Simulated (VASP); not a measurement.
# Si16C (a cell with a defect): single point with PBE

The system is Si16C (a cell with a defect).

```
CELL_PARAMETERS angstrom
0.00000 5.43000 5.43000
5.43000 0.00000 5.43000
5.43000 5.43000 0.00000
ATOMIC_POSITIONS crystal
Si 0.98480 0.02224 0.02285
Si 0.09919 0.15195 0.15309
Si 0.98163 0.99690 0.54708
Si 0.11037 0.13363 0.64908
Si 0.98202 0.54616 0.99703
Si 0.11008 0.64857 0.13413
Si 0.96496 0.49636 0.49699
Si 0.19032 0.55577 0.55564
Si 0.47297 0.02075 0.02132
Si 0.61122 0.13866 0.13927
Si 0.48363 0.01611 0.51269
Si 0.61275 0.12537 0.64784
Si 0.48330 0.51223 0.01720
Si 0.61299 0.64723 0.12609
Si 0.53936 0.48900 0.48988
Si 0.59650 0.64337 0.64442
C 0.04945 0.71731 0.71781
```

* Program: VASP 6.6.1
* Task: single point
* Functional: PBE
* Potentials or basis: VASP PAW PBE potentials, release 64 (Si, C)
* Cutoff: 520 eV
* k mesh: 2 × 2 × 2
* Occupations: fermi-dirac, width 0.02 eV
* Spin: collinear spin, ferromagnetic start
* Starting moments: [0.0, 0.0, 0.0, 0.0, 0.0, 0.0, 0.0, 0.0, 0.0, 0.0, 0.0, 0.0, 0.0, 0.0, 0.0, 0.0, 0.06] μB
* Dipole correction: no
* Further INCAR settings: ALGO = Normal; EDIFF = 1e-06; NBANDS = 52

```
Pressure                                              : 4.4 GPa
Largest force                                         : 0.066 eV/Å
Band gap on the k mesh                                : zero (filled and empty bands overlap)
Net moment                                            : 0.00 μB per cell
Valence electrons inside the program's atomic spheres : Si 1.70, 1.65, 1.68, 1.71, 1.73, 1.72; C 2.49
```

Forces in eV/Å, atoms in the order of the input:
```
Si  -0.026  0.004  0.006
Si  -0.004  0.001  0.017
Si   0.034 -0.005  0.011
Si  -0.017 -0.009 -0.019
Si   0.056  0.026 -0.022
Si  -0.022 -0.015 -0.018
Si  -0.005  0.021  0.028
Si  -0.020 -0.031 -0.032
Si  -0.033  0.010  0.002
Si  -0.006 -0.019 -0.010
Si   0.020 -0.010  0.000
Si  -0.003  0.017  0.001
Si   0.011  0.007 -0.008
Si  -0.006  0.004  0.011
Si   0.027 -0.044 -0.030
Si  -0.004  0.008  0.008
C   -0.002  0.037  0.055
```

Stress tensor (GPa, compression positive):
```
 6.86 -0.02 -0.03
-0.02  3.24  1.40
-0.03  1.40  3.24
```

Levels at points of the mesh, in eV from the Fermi level:
Spin up:
```tsv
k point	band 30	band 31	band 32	band 33	band 34	band 35	band 36	band 37	band 38	band 39
(0.00, 0.00, 0.00)	-1.46	-1.25	-0.84	-0.55	-0.54	-0.30	-0.22	0.26	0.40	0.63
(0.50, 0.00, 0.00)	-1.79	-1.32	-1.31	-1.08	0.02	0.39	0.70	0.89	1.09	1.12
(0.00, 0.50, 0.00)	-1.65	-1.45	-1.26	-1.06	-0.04	0.50	0.68	0.98	1.12	1.17
(0.00, 0.00, 0.50)	-1.65	-1.45	-1.27	-1.06	-0.04	0.50	0.67	0.98	1.12	1.17
(0.50, 0.50, 0.50)	-1.75	-1.33	-1.27	-1.16	-0.11	0.54	0.69	0.96	1.06	1.15
(0.50, 0.50, 0.00)	-1.93	-1.89	-1.76	-1.11	-0.80	0.82	1.18	1.34	1.84	2.03
(0.00, 0.50, 0.50)	-1.90	-1.88	-1.79	-1.14	0.27	0.46	1.09	1.44	1.64	1.69
(0.50, 0.00, 0.50)	-1.93	-1.89	-1.76	-1.11	-0.80	0.82	1.18	1.34	1.84	2.03
```
Spin down:
```
           k point  band 32  band 33  band 34  band 35  band 36  band 37
(0.00, 0.00, 0.00)    -0.84    -0.55    -0.54    -0.30    -0.22     0.26
(0.50, 0.00, 0.00)    -1.31    -1.08     0.02     0.39     0.70     0.89
(0.00, 0.50, 0.00)    -1.26    -1.06    -0.04     0.50     0.68     0.98
(0.00, 0.00, 0.50)    -1.27    -1.06    -0.04     0.50     0.67     0.98
(0.50, 0.50, 0.50)    -1.27    -1.15    -0.11     0.54     0.69     0.96
(0.50, 0.50, 0.00)    -1.76    -1.11    -0.80     0.82     1.18     1.34
(0.00, 0.50, 0.50)    -1.79    -1.14     0.27     0.46     1.09     1.44
(0.50, 0.00, 0.50)    -1.76    -1.11    -0.80     0.82     1.18     1.34
```

Wall time 7.3 min on 1 thread of AMD EPYC 9R45 96-Core Processor (Zen 5), on a shared host, peak memory 0.71 GiB.

Caveat: the k points lie up to 0.50 Å⁻¹ apart.
